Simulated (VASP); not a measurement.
# Mo (Immm) in VASP: further runs

Mo is run at these levels: PBE; tasks: single point.

All numbers are computed with VASP 6.6.1; they aren't measurements. Logs are shortened: lines on timing, memory, paths and dates and some standing lists are left out, and cuts for length are marked.

### Step 1. The cell of the first run

The structure is orthorhombic, space group Immm (No. 71). The conventional cell has a = 2.887 Å, b = 3.203 Å, c = 3.392 Å, α = 90.00°, β = 90.00°, γ = 90.00°. Within 3.6 Å of Mo (site symmetry mmm) lie 14 Mo at 2.74 to 3.39 Å.

### Step 2. Single point, PBE

The input, INCAR:

```
SYSTEM = Mo
PREC     = Accurate       ! precision mode
ENCUT    = 520            ! plane-wave cutoff, eV
EDIFF    = 1E-7           ! SCF threshold, eV
ISMEAR   = 0              ! smearing method
SIGMA    = 0.15           ! smearing width, eV
LREAL    = .FALSE.        ! projectors in reciprocal space
LASPH    = .TRUE.         ! aspherical terms in the spheres
NELM     = 80             ! most SCF steps
ALGO     = Fast           ! electronic algorithm
ISIF     = 2              ! what is computed and relaxed
LWAVE    = .FALSE.        ! write WAVECAR
LCHARG   = .FALSE.        ! write CHGCAR
GGA      = PE             ! functional
NBANDS   = 13             ! bands
```

The input, KPOINTS:

```
Automatic mesh
0
G
  20 20 20
  0 0 0
```

The input, POSCAR:

```
Mo
1.0
   -1.4432934209      1.6013153644      1.6960495195
    1.4432934209     -1.6013153644      1.6960495195
    1.4432934209      1.6013153644     -1.6960495195
Mo
1
Direct
    0.0000000000      0.0000000000      0.0000000000
```

Potentials or basis: VASP PAW PBE potentials, release 64 (Mo_sv).

On the command line:

```
$ cat potpaw_PBE.64/Mo_sv/POTCAR > POTCAR
$ mpirun -np 1 vasp_std > vasp.out
```

OUTCAR:

```text
SYSTEM = Mo
   PREC = Accurate
   ENCUT = 520
   EDIFF = 1E-7
   ISMEAR = 0
   LREAL = .FALSE.
   LASPH = .TRUE.
   NELM = 80
   ISIF = 2
   GGA = PE

 ion  position               nearest neighbor table
   1  0.000  0.000  0.000-

  LATTYP: Found a body centered orthorhombic cell.
 ALAT       =     2.8865868418
 B/A-ratio  =     1.1094870532
 C/A-ratio  =     1.1751245415

  Lattice vectors:

 A1 = (  -1.4432934209,   1.6013153644,   1.6960495195)
 A2 = (   1.4432934209,  -1.6013153644,   1.6960495195)
 A3 = (   1.4432934209,   1.6013153644,  -1.6960495195)

Analysis of symmetry for initial positions (statically):
=====================================================================
 Subroutine PRICEL returns:
 Original cell was already a primitive cell.

 Routine SETGRP: Setting up the symmetry group for a
 body centered orthorhombic supercell.

 Subroutine GETGRP returns: Found  8 space group operations
 (whereof  8 operations were pure point group operations)
 out of a pool of  8 trial point group operations.

The static configuration has the point symmetry D_2h.

Analysis of symmetry for dynamics (positions and initial velocities):
=====================================================================
 Subroutine PRICEL returns:
 Original cell was already a primitive cell.

 Routine SETGRP: Setting up the symmetry group for a
 body centered orthorhombic supercell.

 Subroutine GETGRP returns: Found  8 space group operations
 (whereof  8 operations were pure point group operations)
 out of a pool of  8 trial point group operations.

The dynamic configuration has the point symmetry D_2h.

 Subroutine INISYM returns: Found  8 space group operations
 (whereof  8 operations are pure point group operations),
 and found     1 'primitive' translations

----------------------------------------------------------------------------------------

                                     Primitive cell

  volume of cell :      15.6794

  direct lattice vectors                    reciprocal lattice vectors
    -1.443293421  1.601315364  1.696049520     0.000000000  0.312243304  0.294802713
     1.443293421 -1.601315364  1.696049520     0.346429903  0.000000000  0.294802713
     1.443293421  1.601315364 -1.696049520     0.346429903  0.312243304  0.000000000

  length of vectors
     2.742971157  2.742971157  2.742971157     0.429423475  0.454887148  0.466379200

  position of ions in fractional coordinates (direct lattice)
     0.000000000  0.000000000  0.000000000

  ion indices of the primitive-cell ions
   primitive index   ion index
                 1           1

[... 76 lines left out ...]
   NFREE  =      0    steps in history (QN), initial steepest desc. (CG)
   ISIF   =      2    stress and relaxation
   ISYM   =      2    0-nonsym 1-usesym 2-fastsym
   POTIM  = 0.5000    time-step for ionic-motion
   TEBEG  =    0.0;   TEEND  =   0.0 temperature during run
   PSTRESS=    0.0 pullay stress
   NELECT =      14.0000    total number of electrons
   NUPDOWN=      -1.0000    fix difference up-down
   EMIN   =  10.00;   EMAX   =-10.00  energy-range for DOS
   EFERMI =   0.00;   METHOD = LEGACY
   ISMEAR =     0;   SIGMA  =   0.15  broadening in eV -4-tet -1-fermi 0-gaus
   EFERMI_NEDOS =   21; number of points for ismear=-14 and -15
   IALGO  =     68    algorithm
   IMIX   =      4    mixing-type and parameters
     AMIX     =   0.40;   BMIX     =  1.00
     AMIX_MAG =   1.60;   BMIX_MAG =  1.00
  volume/ion in A,a.u.               =      15.68       105.81
  Fermi-wavevector in a.u.,A,eV,Ry     =   1.576428  2.979017 33.812186  2.485126
  Thomas-Fermi vector in A             =   2.677263
   LORBIT       =      0    0 simple, 1 ext, 2 COOP (PROOUT), +10 PAW based schemes
   GGA     = PE    functional components
   LHFCALC =     F    Hartree Fock is set to
   AEXX    =    0.0000 exact exchange contribution
   IVDW    =     0    specifies the selected vdW correction
   LEPSILON=     F    determine dielectric tensor
   LRPA    =     F    only Hartree local field effects (RPA)
 non-spin polarized calculation
 RMM-DIIS sequential band-by-band and
 Gauss-broadening in eV      SIGMA  =   0.15
  energy-cutoff  :      520.00
  volume of cell :       15.68
 maximum number of plane-waves:       436
   NGX = 11   NGY = 11   NGZ = 11

 number of electron      13.9999999 magnetization

 Free energy of the ion-electron system (eV)
  ---------------------------------------------------
  ext. energy  EPLUGINS =         0.00000000
  ---------------------------------------------------
  free energy    TOTEN  =       -10.75452262 eV

  energy without entropy =      -10.74439126  energy(sigma->0) =      -10.74945694

 E-fermi :  12.4806     XC(G=0): -13.3650

 val. band max:       12.4794461715   @ k =  -0.4000  -0.1500   0.1000
 cond. band min:      12.4856408787   @ k =  -0.3000   0.4000   0.3000
 fundamental gap:      0.0061947072
 Fermi energy:        12.4805760334

 k-point     1 :       0.0000    0.0000    0.0000
  band No.  band energies     occupation
      1     -48.6986      2.00000
      2     -22.0199      2.00000
      3     -21.9976      2.00000
      4     -21.8964      2.00000
      5       5.3282      2.00000
      6      10.2966      2.00000
      7      11.6712      2.00000
      8      12.1916      1.99355
      9      12.9469      0.00001
     10      15.0433      0.00000
     11      26.2538      0.00000
     12      27.2106      0.00000
     13      29.4315      0.00000
[... 354 lines left out ...]
  band No.  band energies     occupation
      1     -48.4946      2.00000
      2     -23.1966      2.00000
      3     -22.1968      2.00000
      4     -21.9789      2.00000
      5       7.5693      2.00000
      6      10.5890      2.00000
      7      11.8179      2.00000
      8      12.8829      0.00015
      9      14.5153      0.00000
     10      16.1563      0.00000
     11      24.6995      0.00000
     12      25.8157      0.00000
     13      33.1930      0.00000

 [... further k-points ...]
[... 5 lines left out ...]
  --------------------------------------------------------------------------------------
  -------------------------------------------------------------------------------------
  Total        2.5789162     -0.0596727     -1.1396979     -0.0000000      0.0000000      0.0000000
  in kB      263.5225507     -6.0975584   -116.4582624     -0.0000000      0.0000000      0.0000000
  external PRESSURE =      46.9889100 kB  Pullay stress =       0.0000000 kB

 VOLUME and BASIS-vectors are now :
 -----------------------------------------------------------------------------
  energy-cutoff  :      520.00
  volume of cell :       15.68
      direct lattice vectors                 reciprocal lattice vectors
    -1.443293421  1.601315364  1.696049520     0.000000000  0.312243304  0.294802713
     1.443293421 -1.601315364  1.696049520     0.346429903  0.000000000  0.294802713
     1.443293421  1.601315364 -1.696049520     0.346429903  0.312243304  0.000000000

 POSITION                                       TOTAL-FORCE (eV/Angst)
 -----------------------------------------------------------------------------------
      0.00000      0.00000      0.00000         0.000000     -0.000000      0.000000
 -----------------------------------------------------------------------------------
    total drift:                                0.000000     -0.000000     -0.000000

  FREE ENERGIE OF THE ION-ELECTRON SYSTEM (eV)
  ---------------------------------------------------
  free  energy   TOTEN  =       -10.7545226160 eV

  energy  without entropy=      -10.7443912625  energy(sigma->0) =      -10.74945694
```

OSZICAR:

```text
N       E                     dE             d eps       ncg     rms          rms(c)
DAV:   1     0.919467415670E+02    0.91947E+02   -0.80625E+03 30598   0.110E+03
DAV:   2    -0.102370865035E+02   -0.10218E+03   -0.98347E+02 34786   0.310E+02
DAV:   3    -0.113887806002E+02   -0.11517E+01   -0.11480E+01 34011   0.329E+01
DAV:   4    -0.113914206473E+02   -0.26400E-02   -0.26400E-02 33971   0.191E+00
DAV:   5    -0.113914378687E+02   -0.17221E-04   -0.17221E-04 34481   0.137E-01    0.145E+01
RMM:   6    -0.108326144747E+02    0.55882E+00   -0.66261E-01 30364   0.763E+00    0.430E+00
RMM:   7    -0.107573803731E+02    0.75234E-01   -0.19330E-01 31328   0.406E+00    0.999E-01
RMM:   8    -0.107547130881E+02    0.26673E-02   -0.10174E-02 34254   0.111E+00    0.143E-01
RMM:   9    -0.107545322954E+02    0.18079E-03   -0.11055E-03 34626   0.352E-01    0.487E-02
RMM:  10    -0.107545240815E+02    0.82139E-05   -0.16691E-04 35186   0.142E-01    0.173E-02
RMM:  11    -0.107545237637E+02    0.31785E-06   -0.13882E-05 35086   0.443E-02    0.620E-03
RMM:  12    -0.107545224863E+02    0.12773E-05   -0.43646E-06 35072   0.222E-02    0.103E-03
RMM:  13    -0.107545227732E+02   -0.28687E-06   -0.47804E-07 29324   0.840E-03    0.648E-04
RMM:  14    -0.107545225546E+02    0.21865E-06   -0.12862E-07 21623   0.384E-03    0.186E-04
RMM:  15    -0.107545226160E+02   -0.61403E-07   -0.18174E-08 18207   0.155E-03
   1 F= -.10754523E+02 E0= -.10749457E+02  d E =-.101314E-01
```

Run time: 3.2 min. Hardware: 1 thread of AMD EPYC 7R43 (Zen 3), shared host; peak memory 0.28 GiB.

Results:

```yaml
Free_energy: -10.7545 eV
Pressure: 4.7 GPa
Band_gap_on_the_k_mesh: zero (band 7 reaches 16.34 eV, above the bottom of band 8 at 11.28 eV)
```

Stress tensor (GPa, compression positive):
```
 26.35   0.00   0.00
  0.00  -0.61   0.00
  0.00   0.00 -11.65
```

Caveat: the cell differs from its parent crystal (strain +e along x and -e along y -0.0500, strain +e along z and -e/2 along x and y +0.0733).

[end of part 1 of 2]
